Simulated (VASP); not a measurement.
Crystal: NiSb.

```
CELL_PARAMETERS angstrom
3.94000 0.00000 0.00000
-1.97000 3.41214 0.00000
0.00000 0.00000 5.14000
ATOMIC_POSITIONS crystal
Ni 0.00000 0.00000 0.00000
Ni 0.00000 0.00000 0.50000
Sb 0.33333 0.66667 0.25000
Sb 0.66667 0.33333 0.75000
```

- Program: VASP 6.6.1
- Task: relaxation of cell and atoms
- Functional: PBE
- Potentials or basis: VASP PAW PBE potentials, release 64 (Ni, Sb)
- Cutoff: 600 eV
- k mesh: 12 × 12 × 8
- Occupations: gaussian, width 0.1 eV
- Spin: no spin polarisation

At the start: pressure 2.3 GPa; volume 17.28 Å³/atom.

Task: How do energy, volume and symmetry change on relaxing?

Result: Over 6 steps the energy falls by 2.5 meV/atom and the volume is 17.62 Å³/atom (+2.0 %); space group P6_3/mmc (No. 194, to 0.05 Å).

The path:
```csv
step,energy change (eV),largest force (eV/Å),pressure (GPa),volume (Å³)
1,0.0000,0.0000,2.33,69.10
2,-0.0034,0.0000,-1.77,71.65
3,-0.0099,0.0000,0.01,70.48
4,-0.0099,0.0000,-0.03,70.51
5,-0.0100,0.0000,-0.03,70.50
6,-0.0101,0.0000,-0.02,70.50
```

Final structure:
```
Ni Sb
1.0
     3.97233    0.00000    0.00000
    -1.98617    3.44014    0.00000
     0.00000    0.00000    5.15886
Ni Sb
2 2
Cartesian
  1.9862 3.4401 0.0000
  1.9862 3.4401 2.5794
  0.0000 2.2934 1.2897
  1.9862 1.1467 3.8691
```
